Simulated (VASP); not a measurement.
Mg, 2 atoms in the cell. The structure is hexagonal, space group P6_3/mmc (No. 194). Conventional cell: a = 3.209 Å, b = 3.209 Å, c = 5.210 Å, α = 90.00°, β = 90.00°, γ = 120.00°. Within 4.2 Å of Mg (site symmetry -6m2) lie 12 Mg at 3.20 to 3.21 Å. 

```yaml
Program: VASP 6.6.1
Task: relaxation of cell and atoms
Functional: revPBE
Potentials_or_basis: VASP PAW PBE potentials, release 64 (Mg)
Cutoff: 600 eV
k_mesh: 11 × 11 × 6
Occupations: fermi-dirac, width 0.1 eV
Spin: no spin polarisation
Dipole_correction: no
Further_INCAR_settings: ALGO = Normal; EDIFF = 1e-06; IBRION = 2; EDIFFG = -0.01; NSW = 80; ISIF = 3
```

Potentials or basis: VASP PAW PBE potentials, release 64 (Mg).

Command:

```bash
$ cat potpaw_PBE.64/Mg/POTCAR > POTCAR
$ mpirun -np 1 vasp_std > vasp.out
```

Hardware: 1 thread of Intel(R) Xeon(R) 6975P-C (Granite Rapids), on a shared host.

Q: Estimate the wall time of this run.

A: Run time: 16 s on 1 thread of Intel(R) Xeon(R) 6975P-C (Granite Rapids) (shared host), peak memory 0.19 GiB. Counts: scf iterations 16, k points 64, ion steps 3.
